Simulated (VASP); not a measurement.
Wanted: the native input for a VASP 6.6.1 run.

* Task: single point
* Functional: r2SCAN
* Potentials or basis: VASP PAW PBE potentials, release 64 (Cu)
* Cutoff: 520 eV
* k mesh: 16 × 16 × 16
* Occupations: gaussian, width 0.15 eV
* Spin: no spin polarisation
* Dipole correction: no
* Further INCAR settings: ALGO = Normal; EDIFF = 1e-06; NBANDS = 12

Cu:

```xyz
1
Lattice="0.0000 1.8075 1.8075 1.8075 0.0000 1.8075 1.8075 1.8075 0.0000" Properties=species:S:1:pos:R:3 pbc="T T T"
Cu    0.0000    0.0000    0.0000
```

One way to write it, as run:

POSCAR

```
Cu
1.0
    0.0000000000      1.8075000000      1.8075000000
    1.8075000000      0.0000000000      1.8075000000
    1.8075000000      1.8075000000      0.0000000000
Cu
1
Direct
    0.0000000000      0.0000000000      0.0000000000
```

INCAR.step1

```
SYSTEM = Cu
ALGO = Normal
EDIFF = 1E-4
ENCUT = 520
GGA = PE
ISMEAR = 0
LASPH = .TRUE.
LCHARG = .FALSE.
LREAL = .FALSE.
LWAVE = .TRUE.
NBANDS = 12
NELM = 80
PREC = Accurate
SIGMA = 0.15
```

INCAR.step2

```
SYSTEM = Cu
ALGO = Normal
EDIFF = 1E-6
ENCUT = 520
ISIF = 2
ISMEAR = 0
ISTART = 1
LASPH = .TRUE.
LCHARG = .FALSE.
LMIXTAU = .TRUE.
LREAL = .FALSE.
LWAVE = .FALSE.
METAGGA = R2SCAN
NBANDS = 12
NELM = 80
PREC = Accurate
SIGMA = 0.15
```

KPOINTS

```
k-points
0
G
  16 16 16
  0 0 0
```

Potentials or basis: VASP PAW PBE potentials, release 64 (Cu).

Command:

```console
$ cat potpaw_PBE.64/Cu/POTCAR > POTCAR
$ cp INCAR.step1 INCAR
$ mpirun -np 1 vasp_std > vasp.out
$ cp INCAR.step2 INCAR
$ mpirun -np 1 vasp_std > vasp.out
```

Results of the run:

| Property | Result |
| --- | --- |
| Pressure | -4.1 GPa |

Caveat: the PAW data sets were made with another functional, which shifts forces and pressure a little.

It used 57 s of CPU time on 1 thread of Intel Xeon 6975P-C, on a shared host.
